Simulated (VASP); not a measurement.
# Ti4Al in VASP: notebook, part 3 of 3

VASP 6.6.1. Earlier steps stand in the parts before.

### 6 Single point, PBE

INCAR

```
SYSTEM = Ti4Al
PREC     = Accurate       ! precision mode
ENCUT    = 520            ! plane-wave cutoff, eV
EDIFF    = 1E-6           ! SCF threshold, eV
ISMEAR   = -1             ! smearing method
SIGMA    = 0.087          ! smearing width, eV
LREAL    = Auto         
LASPH    = .True.         ! aspherical terms in the spheres
NELM     = 60             ! most SCF steps
ALGO     = Normal         ! electronic algorithm
ISIF     = 2              ! what is computed and relaxed
LWAVE    = .False.        ! write WAVECAR
LCHARG   = .False.        ! write CHGCAR
GGA      = PE             ! functional
NBANDS   = 118            ! bands
ISYM     = 0
```

KPOINTS

```
Automatic mesh
0
Gamma
  1 1 1
  0.25 0.25 0.25
```

POSCAR

```
Ti4Al
1.0
    7.4031320000      0.0101080000     -0.1346870000
    0.0101080000      7.0902150000     -0.0499130000
   -0.1346870000     -0.0499130000      7.0297780000
Ti Al
16 4
Direct
    0.8610446622      0.0198528668      0.3530850389
    0.5118190860      0.8968432995      0.5840619031
    0.3716229208      0.2554729921      0.8184001258
    0.0492153805      0.3844572964      0.4265894441
    0.6750657913      0.2740350041      0.1162555198
    0.2988894462      0.4819909551      0.1361303497
    0.4783001024      0.4746478126      0.5064151247
    0.9581609868      0.7073359884      0.1058306663
    0.6996882160      0.2229599547      0.6331709916
    0.7159251790      0.9380418737      0.8980252717
    0.8177519204      0.6946811961      0.5648002221
    0.3165797776      0.1227484223      0.3860255505
    0.3540481468      0.8983321914      0.0621701194
    0.0826822938      0.0380262210      0.7061654341
    0.5986816376      0.5893323155      0.8801974938
    0.2286636476      0.6749099312      0.8084236515
   -0.0307692954      0.4094106064      0.8372609615
    0.1688213489      0.7821352915      0.4246553390
    0.6349292926      0.7159047031      0.2512397508
    0.0488437677      0.1558747872      0.0770634291
```

Potentials or basis: VASP PAW PBE potentials, release 64 (Ti_sv, Al).

The run is started by

```console
cat potpaw_PBE.64/Ti_sv/POTCAR potpaw_PBE.64/Al/POTCAR > POTCAR
mpirun -np 1 vasp_std > vasp.out
```

OUTCAR:

```text
SYSTEM = Ti4Al
   PREC = Accurate
   ENCUT = 520
   EDIFF = 1E-6
   ISMEAR = -1
   LREAL = Auto
   LASPH = .True.
   NELM = 60
   ISIF = 2
   GGA = PE
   ISYM = 0

 ion  position               nearest neighbor table
   1  0.861  0.020  0.353-  20 2.63   9 2.73  11 2.79   5 2.80  19 2.80  18 2.86   8 2.90
   2  0.512  0.897  0.584-  12 2.55  10 2.64  11 2.68   9 2.71  19 2.83  18 2.85
   3  0.372  0.255  0.818-  14 2.73   6 2.80   9 2.81   7 2.84
   4  0.049  0.384  0.427-  12 2.73   6 2.90  20 2.92  18 2.96  17 2.97
   5  0.675  0.274  0.116-   1 2.80  10 2.84  15 2.85  20 2.91
   6  0.299  0.482  0.136-  16 2.73   3 2.80   7 2.88   4 2.90  20 2.98  19 3.07  18 3.10
   7  0.478  0.475  0.506-   9 2.57  19 2.78   3 2.84  15 2.85  12 2.87   6 2.88
   8  0.958  0.707  0.106-  19 2.64  18 2.73  10 2.81  17 2.82   1 2.90
   9  0.700  0.223  0.633-   7 2.57   2 2.71   1 2.73  17 2.75  10 2.77   3 2.81
  10  0.716  0.938  0.898-  15 2.62   2 2.64   9 2.77   8 2.81   5 2.84  19 3.04  20 3.13
  11  0.818  0.695  0.565-  19 2.55   2 2.68   1 2.79  18 2.89  15 2.90  17 2.99
  12  0.317  0.123  0.386-   2 2.55  18 2.68   4 2.73  13 2.78   7 2.87  20 2.90
  13  0.354  0.898  0.062-  16 2.52  19 2.76  12 2.78  20 2.91  18 3.06
  14  0.083  0.038  0.706-   3 2.73  20 2.75  18 2.76  16 2.88  17 2.91
  15  0.599  0.589  0.880-  10 2.62  19 2.75  16 2.83   5 2.85   7 2.85  11 2.90  17 3.05
  16  0.229  0.675  0.808-  13 2.52  17 2.71   6 2.73  18 2.83  15 2.83  14 2.88
  17  0.969  0.409  0.837-  20 2.54  16 2.71   9 2.75   8 2.82  14 2.91   4 2.97  11 2.99  15 3.05

  18  0.169  0.782  0.425-  12 2.68   8 2.73  14 2.76  16 2.83   2 2.85   1 2.86  11 2.89   4 2.96
                            13 3.06   6 3.10
  19  0.635  0.716  0.251-  11 2.55   8 2.64  15 2.75  13 2.76   7 2.78   1 2.80   2 2.83  10 3.04
                             6 3.07
  20  0.049  0.156  0.077-  17 2.54   1 2.63  14 2.75  12 2.90  13 2.91   5 2.91   4 2.92   6 2.98
                            10 3.13

IMPORTANT INFORMATION: All symmetrisations will be switched off!
NOSYMM: (Re-)initialisation of all symmetry stuff for point group C_1.

----------------------------------------------------------------------------------------

                                     Primitive cell

  volume of cell :     368.8440

[... 130 lines left out ...]
   LRPA    =     F    only Hartree local field effects (RPA)
 non-spin polarized calculation
  energy-cutoff  :      520.00
  volume of cell :      368.84
 maximum number of plane-waves:      9923
 NGX is ok and might be reduce to    56
   NGX = 27   NGY = 27   NGZ = 27

 number of electron     204.0000020 magnetization

 Free energy of the ion-electron system (eV)
  ---------------------------------------------------
  ext. energy  EPLUGINS =         0.00000000
  ---------------------------------------------------
  free energy    TOTEN  =      -139.77169346 eV

  energy without entropy =     -138.96145934  energy(sigma->0) =     -139.36657640

 E-fermi :   7.1950     XC(G=0): -10.8922

 val. band max:        7.1556586615   @ k =   0.2500   0.2500   0.2500
 cond. band min:       7.2128747541   @ k =   0.2500   0.2500   0.2500
 fundamental gap:      0.0572160926
 Fermi energy:         7.1949529795

 k-point     1 :       0.2500    0.2500    0.2500
  band No.  band energies     occupation
      1     -49.8385      2.00000
      2     -49.6760      2.00000
      3     -49.5497      2.00000
      4     -49.5431      2.00000
      5     -49.5098      2.00000
      6     -49.4900      2.00000
[... 106 lines left out ...]
    113       7.9843      0.00023
    114       8.0402      0.00012
 [bands above 114 left out]

------------------------ aborting loop because EDIFF is reached ----------------------------------------

  FORCE on cell =-STRESS in cart. coord.  units (eV):
  Direction    XX          YY          ZZ          XY          YZ          ZX
  --------------------------------------------------------------------------------------
  -------------------------------------------------------------------------------------
  Total      -13.3375775     -9.3118071     -7.0924040     -0.2552945     -1.0791489      5.3177646
  in kB      -57.9355108    -40.4484473    -30.8078470     -1.1089432     -4.6875862     23.0992029
  external PRESSURE =     -43.0639351 kB  Pullay stress =       0.0000000 kB

 VOLUME and BASIS-vectors are now :
 -----------------------------------------------------------------------------
  energy-cutoff  :      520.00
  volume of cell :      368.84
      direct lattice vectors                 reciprocal lattice vectors
     7.403132000  0.010108000 -0.134687000     0.135125281 -0.000174422  0.002587694
     0.010108000  7.090215000 -0.049913000    -0.000174422  0.141046722  0.000998122
    -0.134687000 -0.049913000  7.029778000     0.002587694  0.000998122  0.142308669

 POSITION                                       TOTAL-FORCE (eV/Angst)
 -----------------------------------------------------------------------------------
      6.32707      0.13184      2.36515        -0.145066     -0.280769      0.535465
      3.71946      6.33483      3.99213        -0.860771     -0.775865      0.077368
      2.64353      1.77427      5.69037         0.348557     -0.442297      0.175218
      0.31078      2.70509      2.97301        -0.449088     -0.198282      0.417458
      4.98471      1.94399      0.71265        -0.065187      0.563306      0.525320
      2.19925      3.41365      0.89265        -0.241841      0.206165      0.166567
[... 12 lines left out ...]
      4.67386      5.06980      1.64491        -0.814367     -0.257938     -0.660136
      0.35279      1.10183      0.52738         0.486133     -0.423233      0.384274
 -----------------------------------------------------------------------------------
    total drift:                                0.026285      0.048075     -0.012556

  FREE ENERGIE OF THE ION-ELECTRON SYSTEM (eV)
  ---------------------------------------------------
  free  energy   TOTEN  =      -139.7716934604 eV

  energy  without entropy=     -138.9614593411  energy(sigma->0) =     -139.36657640
```

OSZICAR:

```text
N       E                     dE             d eps       ncg     rms          rms(c)
DAV:   1     0.297120447782E+04    0.29712E+04   -0.10057E+05   236   0.204E+03
DAV:   2     0.289046175530E+03   -0.26822E+04   -0.26426E+04   236   0.662E+02
DAV:   3    -0.842291521967E+02   -0.37328E+03   -0.35903E+03   354   0.211E+02
[... 18 lines left out ...]
DAV:  22    -0.139771697545E+03   -0.96908E-05   -0.18530E-04   320   0.792E-02    0.294E-02
DAV:  23    -0.139771694016E+03    0.35290E-05   -0.64471E-05   304   0.523E-02    0.121E-02
DAV:  24    -0.139771697043E+03   -0.30269E-05   -0.46276E-05   296   0.339E-02    0.185E-02
DAV:  25    -0.139771693221E+03    0.38220E-05   -0.16578E-05   256   0.234E-02    0.529E-03
DAV:  26    -0.139771693460E+03   -0.23924E-06   -0.38384E-06   208   0.113E-02
   1 F= -.13977169E+03 E0= -.13936658E+03  d E =-.810234E+00
```

It took 86 s on 1 thread of Intel Xeon 6975P-C (Granite Rapids), shared host; peak memory 0.38 GiB.

Results:

| Item | Value |
| --- | --- |
| Free energy | -139.7717 eV |
| Pressure | -4.3 GPa |
| Largest force | 1.718 eV/Å |
| Band gap on the k mesh | 0.06 eV |

Forces on the atoms (eV/Å):
```
Ti  -0.145 -0.281  0.535
Ti  -0.861 -0.776  0.077
Ti   0.349 -0.442  0.175
Ti  -0.449 -0.198  0.417
Ti  -0.065  0.563  0.525
Ti  -0.242  0.206  0.167
Ti  -0.729  0.444 -0.319
Ti   0.610  0.053 -0.709
Ti   0.754  0.312  0.483
Ti   0.921  0.783  0.455
Ti   1.242 -0.089  1.184
Ti  -0.151  1.308 -0.282
Ti  -0.025  0.331  0.136
Ti  -0.509  0.027 -0.878
Ti  -0.331 -1.059 -0.159
Ti   0.052  0.045 -1.155
Al  -0.164  0.412 -0.213
Al   0.071 -0.957 -0.165
Al  -0.814 -0.258 -0.660
Al   0.486 -0.423  0.384
```

Caveat: the k points lie up to 0.89 Å⁻¹ apart.
